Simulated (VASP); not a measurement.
The system is EuS.

```
CELL_PARAMETERS angstrom
0.00000 3.03692 3.03692
3.03692 0.00000 3.03692
3.03692 3.03692 0.00000
ATOMIC_POSITIONS crystal
Eu 0.00000 0.00000 0.00000
S 0.50000 0.50000 0.50000
```

Base run:

- Program: VASP 6.6.1
- Functional: BLYP
- Potentials or basis: VASP PAW PBE potentials, release 64 (Eu, S)
- Cutoff: 600 eV
- k mesh: 8 × 8 × 8
- Occupations: fermi-dirac, width 0.05 eV
- Spin: collinear spin, ferromagnetic start
- Starting moments: [7.0, 0.0] μB

Its results: band gap on the k mesh zero (filled and empty bands overlap); pressure -1.9 GPa; net moment 6.99 μB per cell; site moments Eu +6.63; S -0.05 μB.

Q: The run is repeated on the same cell with these changes: functional from BLYP to LDA. What comes out?

A: Band gap on the k mesh zero (filled and empty bands overlap); pressure -9.2 GPa; net moment 6.97 μB per cell; site moments Eu +6.62; S -0.06 μB.

LDA binds more tightly than BLYP, so the same cell stands under less pressure.

Caveats: the PAW data sets were made with another functional, which shifts forces and pressure a little; spin-orbit coupling is left out, which moves the levels of the heavy elements; a cell with one magnetic atom can't hold antiferromagnetic order, which such compounds often take; semilocal functionals describe open f shells poorly, which spoils levels, moments and volumes; the cell stands under tension (at least some runs).
